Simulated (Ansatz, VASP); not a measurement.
Fe: VASP beside Ansatz

File INCAR:

```
  PREC = Accurate
  ENCUT = 520
  EDIFF = 1E-6
  ISMEAR = -1
  SIGMA = 0.1
  LREAL = F
  LASPH = T
  NELM = 150
  ALGO = Normal
  ISIF = 2
  LWAVE = F
  LCHARG = F
  ISPIN = 2
  MAGMOM = 2.5
  LORBIT = 11
  LMAXMIX = 4
  LDIPOL = T
  IDIPOL = 3
  DIPOL = 0.5 0.5 0.500
  GGA = PE
  NBANDS = 14
```

File KPOINTS:

```
regular mesh
0
Gamma
  11 11 1
```

POSCAR

```
Fe
1.0
    4.0041382870      0.0000000000      0.0000000000
   -2.0020691435      3.4676854768      0.0000000000
    0.0000000000      0.0000000000     16.0000000000
Fe
1
Direct
    0.0000000000      0.0000000000      0.5000000000
```

Input for Ansatz:

```yaml
crystal:
  lattice:
    - [4.004138287, 0.0, 0.0]
    - [-2.0020691435, 3.4676854768, 0.0]
    - [0.0, 0.0, 16.0]
  atoms:
    - { symbol: Fe, position: [0.0, 0.0, 0.5], spin: 2.5 }
magnetization:
  spin_polarized: true
kpoints:
  mp_grid: { grid: [11, 11, 1] }
scf:
  occupations: { method: fermi_dirac, width: 0.1 }
hamiltonian:
  xc: pbe
  pseudopotentials: { kind: all_electron, lapw: { basis_error: 0.001 } }
output:
  forces: true
  stress: true
  eigenvalues: true
  populations: true
  dos: { projected: true, de: 0.2, e_range: [-14, 8] }
efield:
  axis: 3
  amplitude: 0
  dipole_correction: true
```

Alike in both runs: task single point; functional PBE; k mesh 11 × 11 × 1; occupations fermi-dirac, width 0.1 eV; collinear spin.

```csv
,VASP,Ansatz
version,VASP 6.6.1,Ansatz 0.2.0
potentials or method,"VASP PAW PBE potentials, release 64 (Fe), cutoff 520 eV","all-electron LAPW, scalar-relativistic"
```

|  | VASP | Ansatz | Ansatz less VASP |
| --- | --- | --- | --- |
| net moment per atom (μB) | 3.77 | 3.76 | -0.005 |
| size of the moment on the site where the two differ most (μB) | 3.49 | 3.73 | +0.246 |

Site moments also hang on the region over which each program counts them. Ansatz ran all-electron here, and VASP with PAW potentials. Ansatz's warnings: stability check not made.
